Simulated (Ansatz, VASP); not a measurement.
# Two plane-wave programs on MgO

The input INCAR:

```
SYSTEM = MgO
ALGO     = Normal         ! electronic algorithm
EDIFF    = 1E-6           ! SCF threshold, eV
ENCUT    = 520            ! plane-wave cutoff, eV
GGA      = PE             ! functional
ISIF     = 2              ! what is computed and relaxed
ISMEAR   = 0              ! smearing method
LASPH    = .True.         ! aspherical terms in the spheres
LCHARG   = .False.        ! write CHGCAR
LREAL    = .False.        ! projectors in reciprocal space
LWAVE    = .False.        ! write WAVECAR
NBANDS   = 26             ! bands
NELM     = 80             ! most SCF steps
PREC     = Accurate       ! precision mode
SIGMA    = 0.05           ! smearing width, eV
```

File KPOINTS:

```
k-points
0
Gamma
  6 6 6
  0 0 0
```

File POSCAR:

```
MgO
1.0
    4.2703000000      0.0000000000      0.0000000000
    0.0000000000     -4.2703000000      0.0000000000
    0.0000000000      0.0000000000     -4.2703000000
Mg O
4 4
Direct
   -0.0331174288      0.5331174288      0.5000000000
    0.5000000000      0.0000000000      0.5000000000
    0.5000000000      0.5000000000      0.0000000000
    0.0000000000      0.0000000000      0.0000000000
    0.5000000000      0.0000000000      0.0000000000
    0.0000000000      0.5000000000      0.0000000000
    0.0000000000      0.0000000000      0.5000000000
    0.5000000000      0.5000000000      0.5000000000
```

Input for Ansatz:

```yaml
crystal:
  lattice:
    - [4.2703, 0.0, 0.0]
    - [0.0, -4.2703, 0.0]
    - [0.0, 0.0, -4.2703]
  atoms:
    - { symbol: Mg, position: [-0.0331174288, 0.5331174288, 0.5] }
    - { symbol: Mg, position: [0.5, 0.0, 0.5] }
    - { symbol: Mg, position: [0.5, 0.5, 0.0] }
    - { symbol: Mg, position: [0.0, 0.0, 0.0] }
    - { symbol: O, position: [0.5, 0.0, 0.0] }
    - { symbol: O, position: [0.0, 0.5, 0.0] }
    - { symbol: O, position: [0.0, 0.0, 0.5] }
    - { symbol: O, position: [0.5, 0.5, 0.5] }
basis:
  ecutwfc: 420
kpoints:
  mp_grid: { grid: [6, 6, 6] }
hamiltonian:
  xc: pbe
scf:
  occupations: { method: gaussian, width: 0.05 }
output:
  forces: true
  stress: true
  eigenvalues: true
```

Alike in both runs: task single point; functional PBE; k mesh 6 × 6 × 6; occupations gaussian, width 0.05 eV; no spin polarisation.

```csv
,VASP,Ansatz
version,VASP 6.6.1,Ansatz 0.2.0
potentials or method,"VASP PAW PBE potentials, release 64 (Mg, O), cutoff 520 eV","scalar-relativistic, plane waves, PAW"
valence electrons in the cell,32,64
```

Ansatz gave:

| Property | Result |
| --- | --- |
| gap on the k mesh at the Fermi level (eV) | 4.35 |
| least direct gap on the mesh (eV) | 4.35 |
| pressure (GPa) | -0.6 |
| traceless stress, the component that is largest in VASP (GPa) | -0.94 |
| rms of the force components (eV/Å) | 0.412 |

Question: What did VASP give for the same quantities?

Answer: gap on the k mesh at the Fermi level (eV): 4.33; least direct gap on the mesh (eV): 4.33; pressure (GPa): -1.4; traceless stress, the component that is largest in VASP (GPa): -0.95; rms of the force components (eV/Å): 0.415.

Atom by atom the forces differ by 0.004 eV/Å (rms over components). With one functional, cell and mesh, what is left measures potentials, basis and numerics. VASP's potentials hold 32 valence electrons a cell and Ansatz's 64, so a difference there can come from the potentials and not from the codes.
